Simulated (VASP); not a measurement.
Here is a VASP 6.6.1 calculation.

Contents of INCAR:

```
SYSTEM = Ni
PREC = Accurate
ENCUT = 520
EDIFF = 1E-6
ISMEAR = 0
SIGMA = 0.1
LREAL = .False.
LASPH = .True.
NELM = 150
ALGO = Normal
ISIF = 2
LWAVE = .False.
LCHARG = .False.
ISPIN = 2
MAGMOM = 0.7 0.7 0.7 0.7 0.7 0.7
LORBIT = 11
LMAXMIX = 4
LDIPOL = .True.
IDIPOL = 3
DIPOL = 0.5 0.5 0.500
GGA = CA
NBANDS = 43
```

File KPOINTS:

```
regular mesh
0
Gamma
  15 15 1
  0 0 0
```

POSCAR

```
Ni
1.0
    2.4211813597      0.0000000000      0.0000000000
   -1.2105906799      2.0968045647      0.0000000000
    0.0000000000      0.0000000000     24.8844315101
Ni
6
Direct
    0.6666666667      0.3333333333      0.3013932626
    0.3333333333      0.6666666667      0.3808359575
    0.0000000000      0.0000000000      0.4602786525
    0.6666666667      0.3333333333      0.5397213475
    0.3333333333      0.6666666667      0.6191640425
    0.0000000000      0.0000000000      0.6986067374
```

Potentials or basis: VASP PAW LDA potentials, release 64 (Ni).

Run with:

```sh
$ cat potpaw_LDA.64/Ni/POTCAR > POTCAR
$ mpirun -np 1 vasp_std > vasp.out
```

(1) What does it give for the net moment?

(2) Predict the site moments.

Results:

(1) 3.68 μB per cell.

(2) Ni +0.60, +0.64 (each value once) μB.
